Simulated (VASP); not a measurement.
AlC18, 19 atoms in the cell. The cell holds a slab with vacuum, 19 atoms: a = 7.398 Å, b = 7.398 Å, c = 11.000 Å, α = 90.00°, β = 90.00°, γ = 120.00°. 

- Program: VASP 6.6.1
- Task: single point
- Functional: PBE
- Potentials or basis: VASP PAW PBE potentials, release 64 (C, Al)
- Cutoff: 520 eV
- k mesh: 2 × 2 × 1
- Occupations: gaussian, width 0.05 eV
- Spin: collinear spin, zero start
- Starting moments: [0.0, 0.0, 0.0, 0.0, 0.0, 0.0, 0.0, 0.0, 0.0, 0.0, 0.0, 0.0, 0.0, 0.0, 0.0, 0.0, 0.0, 0.0, 0.0] μB
- Dipole correction: no
- Further INCAR settings: LREAL = Auto; ALGO = Normal; EDIFF = 1e-06; NBANDS = 56

Potentials or basis: VASP PAW PBE potentials, release 64 (C, Al).

Run with:

```console
$ cat potpaw_PBE.64/C/POTCAR potpaw_PBE.64/Al/POTCAR > POTCAR
$ mpirun -np 1 vasp_std > vasp.out
```

Hardware: 1 thread of AMD EPYC 9R45 96-Core Processor (Zen 5), with other jobs on the host.

Question: Estimate the wall time of this run.

Answer: Run time: 4.4 min on 1 thread of AMD EPYC 9R45 96-Core Processor (Zen 5), with other jobs on the host, peak memory 0.76 GiB. Counts: scf iterations 23, k points 4.
